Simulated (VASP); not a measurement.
The system is Mo.

```
Mo
1.0
    -1.57642    1.57642    1.57642
     1.57642   -1.57642    1.57642
     1.57642    1.57642   -1.57642
Mo
1
Direct
  0.00000 0.00000 0.00000
```

Base run:

```yaml
Program: VASP 6.6.1
Functional: r2SCAN
Potentials_or_basis: VASP PAW PBE potentials, release 64 (Mo_sv)
Cutoff: 520 eV
k_mesh: 14 × 14 × 14
Occupations: fermi-dirac, width 0.6 eV
Spin: no spin polarisation
```

Its results: band gap on the k mesh zero (bands 7 and 8 overlap by 5.56 eV); pressure 5.8 GPa.

Problem. The run is repeated on the same cell with these changes: occupations from fermi-dirac, width 0.6 eV to gaussian, width 0.03 eV. What comes out?

Solution. Band gap on the k mesh zero (bands 7 and 8 overlap by 5.54 eV); pressure 1.3 GPa.

Caveats: the PAW data sets were made with another functional, which shifts forces and pressure a little; the cell stands under pressure (at least some runs); so wide a smearing shifts energies and pressures (at least some runs).
